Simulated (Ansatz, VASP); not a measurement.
Se: VASP beside Ansatz

```
Se
1.0
     4.07553    0.00000    0.00000
    -2.03777    3.52952    0.00000
     0.00000    0.00000    5.12131
Se
3
Cartesian
  1.0043 0.0000 0.8536
  -0.5022 0.8698 4.2678
  1.5356 2.6598 2.5607
```

Alike in both runs: task relaxation of cell and atoms; functional PBE; dispersion D3(BJ); k mesh 12 × 12 × 8; occupations gaussian, width 0.02 eV; no spin polarisation.

|  | VASP | Ansatz |
| --- | --- | --- |
| version | VASP 6.6.1 | Ansatz 0.2.0 |
| potentials or method | VASP PAW PBE potentials, release 64 (Se), cutoff 600 eV | scalar-relativistic, plane waves, PAW |
| valence electrons in the cell | 18 | 48 |

Ansatz gave:

* gap on the k mesh at the Fermi level, each at its own relaxed structure (eV): 0.52
* relaxed volume (Å³/atom): 24.48
* relaxed cell length with the largest relative difference (Å): 5.128

Problem. Estimate VASP's values.

Solution. gap on the k mesh at the Fermi level, each at its own relaxed structure (eV): 0.50; relaxed volume (Å³/atom): 24.48; relaxed cell length with the largest relative difference (Å): 5.131.

VASP's potentials hold 18 valence electrons a cell and Ansatz's 48, so a difference there can come from the potentials and not from the codes.
